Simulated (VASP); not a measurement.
# SnSe2 (P4/mmm) in VASP: notebook

Runs on SnSe2. Level: PBE. Tasks: relaxation of cell and atoms, single point.

All numbers are computed with VASP 6.6.1; they aren't measurements. Logs are shortened: lines on timing, memory, paths and dates and some standing lists are left out, and cuts for length are marked.

## 1. The cell of the first run

The structure is tetragonal, space group P4/mmm (No. 123). Conventional cell: a = 2.974 Å, b = 2.974 Å, c = 8.352 Å, α = 90.00°, β = 90.00°, γ = 90.00°. Within 3.6 Å of Sn (site symmetry 4/mmm) lie 2 Se at 2.74 Å and 4 Sn at 2.97 Å. Se (site symmetry 4mm) has 1 Sn at 2.74 Å and 5 Se at 2.88 to 2.97 Å within 3.6 Å.

The cell was built from a structure type or drawn by symmetry, and may not be a known phase.

## 2. Relaxation of cell and atoms, PBE

INCAR

```
SYSTEM = SnSe2
PREC = Accurate ; ENCUT = 600
EDIFF = 1E-6 ; ISMEAR = 0
SIGMA = 0.1 ; LREAL = .FALSE.
LASPH = .TRUE. ; NELM = 100
ALGO = Normal ; ISIF = 3
LWAVE = .FALSE. ; LCHARG = .FALSE.
GGA = PE ; IBRION = 2
NSW = 90 ; EDIFFG = -0.04
```

KPOINTS

```
Automatic mesh
0
G
  6 6 2
  0 0 0
```

POSCAR

```
SnSe2
1.0
    2.9736124391      0.0000000000      0.0000000000
    0.0000000000      2.9736124391      0.0000000000
    0.0000000000      0.0000000000      8.3517115781
Sn Se
1 2
Direct
    0.0000000000      0.0000000000      0.0000000000
    0.0000000000      0.0000000000      0.6724492756
    0.0000000000      0.0000000000      0.3275507244
```

Potentials or basis: VASP PAW PBE potentials, release 64 (Sn_d, Se).

Command:

```sh
$ cat potpaw_PBE.64/Sn_d/POTCAR potpaw_PBE.64/Se/POTCAR > POTCAR
$ mpirun -np 1 vasp_std > vasp.out
```

OUTCAR:

```text
SYSTEM = SnSe2
   PREC = Accurate
   ENCUT = 600
   EDIFF = 1E-6
   ISMEAR = 0
   LREAL = .FALSE.
   LASPH = .TRUE.
   NELM = 100
   ISIF = 3
   GGA = PE
   IBRION = 2
   NSW = 90
   EDIFFG = -0.04

 ion  position               nearest neighbor table
   1  0.000  0.000  0.000-   2 2.74   3 2.74
   2  0.000  0.000  0.672-   1 2.74
   3  0.000  0.000  0.328-   1 2.74

  LATTYP: Found a simple tetragonal cell.
 ALAT       =     2.9736124391
 C/A-ratio  =     2.8086079639

  Lattice vectors:

 A1 = (   2.9736124391,   0.0000000000,   0.0000000000)
 A2 = (   0.0000000000,   2.9736124391,   0.0000000000)
 A3 = (   0.0000000000,   0.0000000000,   8.3517115781)

Analysis of symmetry for initial positions (statically):
=====================================================================
 Subroutine PRICEL returns:
 Original cell was already a primitive cell.

 Routine SETGRP: Setting up the symmetry group for a
 simple tetragonal supercell.

 Subroutine GETGRP returns: Found 16 space group operations
 (whereof 16 operations were pure point group operations)
 out of a pool of 16 trial point group operations.

The static configuration has the point symmetry D_4h.

Analysis of symmetry for dynamics (positions and initial velocities):
=====================================================================
 Subroutine PRICEL returns:
 Original cell was already a primitive cell.

 Routine SETGRP: Setting up the symmetry group for a
 simple tetragonal supercell.

 Subroutine GETGRP returns: Found 16 space group operations
 (whereof 16 operations were pure point group operations)
 out of a pool of 16 trial point group operations.

The dynamic configuration has the point symmetry D_4h.

 Subroutine INISYM returns: Found 16 space group operations
 (whereof 16 operations are pure point group operations),
 and found     1 'primitive' translations

----------------------------------------------------------------------------------------

                                     Primitive cell

  volume of cell :      73.8489

  direct lattice vectors                    reciprocal lattice vectors
     2.973612439  0.000000000  0.000000000     0.336291302  0.000000000  0.000000000
     0.000000000  2.973612439  0.000000000     0.000000000  0.336291302  0.000000000
     0.000000000  0.000000000  8.351711578     0.000000000  0.000000000  0.119735936

  length of vectors
     2.973612439  2.973612439  8.351711578     0.336291302  0.336291302  0.119735936

  position of ions in fractional coordinates (direct lattice)
     0.000000000  0.000000000  0.000000000
     0.000000000  0.000000000  0.672449276
     0.000000000  0.000000000  0.327550724

  ion indices of the primitive-cell ions
   primitive index   ion index
                 1           1
                 2           2
                 3           3

----------------------------------------------------------------------------------------

 KPOINTS: Automatic mesh

Automatic generation of k-mesh.
 Grid dimensions read from file:
 generate k-points for:    6    6    2

 Generating k-lattice:

  Cartesian coordinates                     Fractional coordinates (reciprocal lattice)
     0.056048550  0.000000000  0.000000000     0.166666667  0.000000000  0.000000000
     0.000000000  0.056048550  0.000000000     0.000000000  0.166666667  0.000000000
     0.000000000  0.000000000  0.059867968     0.000000000  0.000000000  0.500000000

  Length of vectors
     0.056048550  0.056048550  0.059867968

  Shift w.r.t. Gamma in fractional coordinates (k-lattice)
     0.000000000  0.000000000  0.000000000

 Subroutine IBZKPT returns following result:
 ===========================================

 Found     20 irreducible k-points:

 Following reciprocal coordinates:
            Coordinates               Weight
  0.000000  0.000000  0.000000      1.000000
  0.166667  0.000000  0.000000      4.000000
  0.333333  0.000000  0.000000      4.000000
  0.500000  0.000000  0.000000      2.000000
  0.166667  0.166667  0.000000      4.000000
  0.333333  0.166667  0.000000      8.000000
[... 12 lines left out ...]
  0.500000  0.333333  0.500000      4.000000
  0.500000  0.500000  0.500000      1.000000
   k-points           NKPTS =     20   k-points in BZ     NKDIM =     20   number of bands    NBANDS=     17
   number of dos      NEDOS =    301   number of ions     NIONS =      3
   total plane-waves  NPLWV =  40320
   dimension x,y,z NGX =    24 NGY =   24 NGZ =   70
   dimension x,y,z NGXF=    48 NGYF=   48 NGZF=  140
   ions per type =               1   2
   NGX,Y,Z   is equivalent  to a cutoff of  13.42, 13.42, 13.93 a.u.
   NGXF,Y,Z  is equivalent  to a cutoff of  26.84, 26.84, 27.87 a.u.
 SYSTEM =  SnSe2
   PREC   = accura    normal or accurate (medium, high low for compatibility)
   ISTART =      0    job   : 0-new  1-cont  2-samecut
   ICHARG =      2    charge: 1-file 2-atom 10-const
   ISPIN  =      1    spin polarized calculation?
   LNONCOLLINEAR =      F non collinear calculations
   LSORBIT =      F    spin-orbit coupling
   LASPH  =      T    aspherical Exc in radial PAW
   ENCUT  =  600.0 eV  44.10 Ry    6.64 a.u.   5.94  5.94 16.68*2*pi/ulx,y,z
   NELM   =    100;   NELMIN=  2; NELMDL= -5     # of ELM steps
   EDIFF  = 0.1E-05   stopping-criterion for ELM
   LREAL  =      F    real-space projection
   EDIFFG = -.4E-01   stopping-criterion for IOM
   NSW    =     90    number of steps for IOM
   IBRION =      2    ionic relax: 0-MD 1-quasi-New 2-CG
   NFREE  =      1    steps in history (QN), initial steepest desc. (CG)
   ISIF   =      3    stress and relaxation
   ISYM   =      2    0-nonsym 1-usesym 2-fastsym
   POTIM  = 0.5000    time-step for ionic-motion
   TEBEG  =    0.0;   TEEND  =   0.0 temperature during run
   PSTRESS=    0.0 pullay stress
   NELECT =      26.0000    total number of electrons
   NUPDOWN=      -1.0000    fix difference up-down
   EMIN   =  10.00;   EMAX   =-10.00  energy-range for DOS
   EFERMI =   0.00;   METHOD = LEGACY
   ISMEAR =     0;   SIGMA  =   0.10  broadening in eV -4-tet -1-fermi 0-gaus
   EFERMI_NEDOS =   21; number of points for ismear=-14 and -15
   IALGO  =     38    algorithm
   IMIX   =      4    mixing-type and parameters
     AMIX     =   0.40;   BMIX     =  1.00
     AMIX_MAG =   1.60;   BMIX_MAG =  1.00
  volume/ion in A,a.u.               =      24.62       166.12
  Fermi-wavevector in a.u.,A,eV,Ry     =   1.155982  2.184490 18.181400  1.336295
  Thomas-Fermi vector in A             =   2.292606
   LORBIT       =      0    0 simple, 1 ext, 2 COOP (PROOUT), +10 PAW based schemes
   GGA     = PE    functional components
   LHFCALC =     F    Hartree Fock is set to
   AEXX    =    0.0000 exact exchange contribution
   IVDW    =     0    specifies the selected vdW correction
   LEPSILON=     F    determine dielectric tensor
   LRPA    =     F    only Hartree local field effects (RPA)
 conjugate gradient relaxation of ions
 non-spin polarized calculation
 Gauss-broadening in eV      SIGMA  =   0.10
  energy-cutoff  :      600.00
  volume of cell :       73.85
 maximum number of plane-waves:      2504
 NGX is ok and might be reduce to    24
   NGX = 11   NGY = 11   NGZ = 33

--------------------------------------- Ionic step        1  -------------------------------------------

 number of electron      25.9999999 magnetization

 Free energy of the ion-electron system (eV)
  ---------------------------------------------------
  ext. energy  EPLUGINS =         0.00000000
  ---------------------------------------------------
  free energy    TOTEN  =       -10.33733843 eV

  energy without entropy =      -10.32256438  energy(sigma->0) =      -10.32995141

------------------------ aborting loop because EDIFF is reached ----------------------------------------

  FORCE on cell =-STRESS in cart. coord.  units (eV):
  Direction    XX          YY          ZZ          XY          YZ          ZX
  --------------------------------------------------------------------------------------
  -------------------------------------------------------------------------------------
  Total        0.7351527      0.7351527      1.0774560      0.0000000      0.0000000      0.0000000
  in kB       15.9493840     15.9493840     23.3757685      0.0000000      0.0000000      0.0000000
  external PRESSURE =      18.4248455 kB  Pullay stress =       0.0000000 kB
[... 92 lines left out ...]
  FREE ENERGIE OF THE ION-ELECTRON SYSTEM (eV)
  ---------------------------------------------------
  free  energy   TOTEN  =       -10.3573730794 eV

  energy  without entropy=      -10.3414002656  energy(sigma->0) =      -10.34938667

[... ionic steps 4 to 14 ...]

--------------------------------------- Ionic step       15  -------------------------------------------

 number of electron      26.0000012 magnetization

------------------------ aborting loop because EDIFF is reached ----------------------------------------

  FORCE on cell =-STRESS in cart. coord.  units (eV):
  Direction    XX          YY          ZZ          XY          YZ          ZX
  --------------------------------------------------------------------------------------
  -------------------------------------------------------------------------------------
  Total       -0.1663893     -0.1663893     -0.6805429      0.0000000      0.0000000     -0.0000000
  in kB       -3.4315750     -3.4315750    -14.0353576      0.0000000      0.0000000     -0.0000000
  external PRESSURE =      -6.9661692 kB  Pullay stress =       0.0000000 kB
[... 59 lines left out ...]
  energy  without entropy=      -10.3941310874  energy(sigma->0) =      -10.40188454

--------------------------------------- Ionic step       17  -------------------------------------------

 number of electron      26.0000010 magnetization

 Free energy of the ion-electron system (eV)
  ---------------------------------------------------
  ext. energy  EPLUGINS =         0.00000000
  ---------------------------------------------------
  free energy    TOTEN  =       -10.40981820 eV

  energy without entropy =      -10.39425053  energy(sigma->0) =      -10.40203437

 E-fermi :   4.8660     XC(G=0):  -9.7505

 val. band max:        4.8454513266   @ k =   0.1667   0.1667   0.5000
 cond. band min:       4.9075505765   @ k =   0.1667   0.1667   0.0000
 fundamental gap:      0.0620992499
 Fermi energy:         4.8659963419

 k-point     1 :       0.0000    0.0000    0.0000
  band No.  band energies     occupation
      1     -16.3711      2.00000
      2     -16.2503      2.00000
      3     -16.0417      2.00000
      4     -16.0417      2.00000
      5     -15.9626      2.00000
      6      -9.9855      2.00000
[... 9 lines left out ...]
     16      11.7234      0.00000
     17      11.8566      0.00000
[... 408 lines left out ...]
  FREE ENERGIE OF THE ION-ELECTRON SYSTEM (eV)
  ---------------------------------------------------
  free  energy   TOTEN  =       -10.4098182006 eV

  energy  without entropy=      -10.3942505346  energy(sigma->0) =      -10.40203437

 reached required accuracy - stopping structural energy minimisation
```

It took 2.3 min on 1 thread of Intel Xeon 6975P-C (Granite Rapids), shared host; peak memory 0.21 GiB.

What came out:

- Free energy: -10.4098 eV
- Relaxed volume: 25.57 Å³/atom
- Relaxed cell: a = 3.042 Å, b = 3.042 Å, c = 8.289 Å, α = 90.00°, β = 90.00°, γ = 90.00°
- Space group after relaxing (to 0.1 Å): P4/mmm (No. 123)
- Energy gained by relaxing: 24.2 meV/atom
- Ionic steps: 17
- Pressure after relaxing: 0.0 GPa
- Largest force after relaxing: 0.021 eV/Å
- Band gap on the k mesh: zero (bands 13 and 14 overlap by 3.34 eV)

Forces in eV/Å, atoms in the order of the input:
```
Sn   0.000  0.000  0.000
Se   0.000  0.000 -0.021
Se   0.000  0.000  0.021
```

Step by step:
| step | energy change (eV) | largest force (eV/Å) | pressure (GPa) | volume (Å³) |
| --- | --- | --- | --- | --- |
| 1 | 0.0000 | 0.3971 | 1.84 | 73.85 |
| 2 | -0.0189 | 0.1574 | -0.81 | 76.92 |
| 3 | -0.0200 | 0.1988 | -0.36 | 76.30 |
| 4 | -0.0261 | 0.1963 | -0.26 | 76.07 |
| 5 | -0.0412 | 0.1257 | 0.24 | 75.37 |
| 6 | -0.0556 | 0.0896 | 1.97 | 73.96 |
| 7 | -0.0529 | 0.1703 | 0.88 | 74.77 |
| 8 | -0.0588 | 0.1067 | 1.36 | 74.36 |
| 9 | -0.0590 | 0.0369 | 1.60 | 74.20 |
| 10 | -0.0592 | 0.0665 | 1.51 | 74.26 |
| 11 | -0.0611 | 0.0163 | 1.49 | 74.38 |
| 12 | -0.0623 | 0.0543 | 1.51 | 74.56 |
| 13 | -0.0649 | 0.0405 | 1.29 | 74.87 |
| 14 | -0.0705 | 0.0028 | 0.64 | 75.80 |
| 15 | -0.0700 | 0.0419 | -0.70 | 77.69 |
| 16 | -0.0723 | 0.0278 | 0.01 | 76.67 |
| 17 | -0.0725 | 0.0213 | 0.00 | 76.72 |

Final structure:
```
Sn Se
1.0
     3.04221    0.00000    0.00000
     0.00000    3.04221    0.00000
     0.00000    0.00000    8.28921
Sn Se
1 2
Cartesian
  3.0422 0.0000 0.0000
  0.0000 0.0000 5.4443
  0.0000 0.0000 2.8449
```

Caveat: the k points lie up to 0.38 Å⁻¹ apart in the final cell, too coarse for converged energies and pressures of a metal; spin-orbit coupling is left out, which moves the levels of the heavy elements.

(Continued in part 2 of 2.)
